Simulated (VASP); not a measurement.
**BP: single point with HSE06**

BP:

```
B P
1.0
     0.00000    2.21628    2.21628
     2.21628    0.00000    2.21628
     2.21628    2.21628    0.00000
B P
1 1
Direct
  0.00000 0.00000 0.00000
  0.25000 0.25000 0.25000
```

```json
{
 "Program": "VASP 6.6.1",
 "Task": "single point",
 "Functional": "HSE06",
 "Potentials or basis": "VASP PAW PBE potentials, release 64 (B, P)",
 "Cutoff": "520 eV",
 "k mesh": "6 × 6 × 6",
 "Occupations": "gaussian, width 0.02 eV",
 "Spin": "no spin polarisation",
 "Dipole correction": "no",
 "Grid for exact exchange (PRECFOCK)": "Normal",
 "Further INCAR settings": "ALGO = Normal; EDIFF = 1e-06; NBANDS = 11",
 "Share of exact exchange": "0.25",
 "Screening parameter": "0.2079 1/Å"
}
```

The pressure is 11.4 GPa and the band gap on the k mesh is 1.91 eV (least direct gap 4.46 eV).

Levels at points of the mesh, in eV from the valence-band top:
| k point | band 1 | band 2 | band 3 | band 4 | band 5 | band 6 | band 7 | band 8 |
| --- | --- | --- | --- | --- | --- | --- | --- | --- |
| (0.00, 0.00, 0.00) | -17.78 | 0.00 | 0.00 | 0.00 | 4.46 | 4.46 | 4.46 | 9.84 |
| (0.50, 0.00, 0.00) | -13.82 | -10.56 | -2.03 | -2.03 | 5.20 | 5.77 | 5.77 | 11.61 |
| (0.50, 0.50, 0.00) | -11.98 | -9.97 | -4.81 | -4.81 | 1.91 | 2.35 | 14.53 | 14.53 |

Run time: 5.6 min on 1 thread of AMD EPYC 7R43 64-Core Processor (Zen 3) (shared host), peak memory 0.2 GiB.

Caveat: the cell stands under pressure; the PAW data sets were made with another functional, which shifts forces and pressure a little. A k mesh can miss the band edges.
